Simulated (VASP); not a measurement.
ZnO, 4 atoms in the cell. It takes space group P6_3mc (No. 186, hexagonal). Conventional cell: a = 3.249 Å, b = 3.249 Å, c = 5.204 Å, α = 90.00°, β = 90.00°, γ = 120.00°. Within 2.6 Å of Zn (site symmetry 3m) lie 4 O at 1.97 to 1.99 Å. O (site symmetry 3m) has 4 Zn at 1.97 to 1.99 Å within 2.6 Å. 

* Program: VASP 6.6.1
* Task: single point
* Functional: PBE
* Potentials or basis: VASP PAW PBE potentials, release 64 (Zn, O)
* Cutoff: 520 eV
* k mesh: 7 × 7 × 4
* Occupations: fermi-dirac, width 0.003 eV
* Spin: no spin polarisation
* Dipole correction: no
* Further INCAR settings: ALGO = Normal; EDIFF = 1e-07; NBANDS = 26

Potentials or basis: VASP PAW PBE potentials, release 64 (Zn, O).

Run with:

```sh
$ cat potpaw_PBE.64/Zn/POTCAR potpaw_PBE.64/O/POTCAR > POTCAR
$ mpirun -np 1 vasp_std > vasp.out
```

Hardware: 1 thread of AMD EPYC 7R13 (shared host).

**Question.** How long does it take, and how much memory?

**Answer.** It took 72 s on 1 thread of AMD EPYC 7R13 (shared host), peak memory 0.14 GiB. Counts: scf iterations 16, k points 24.
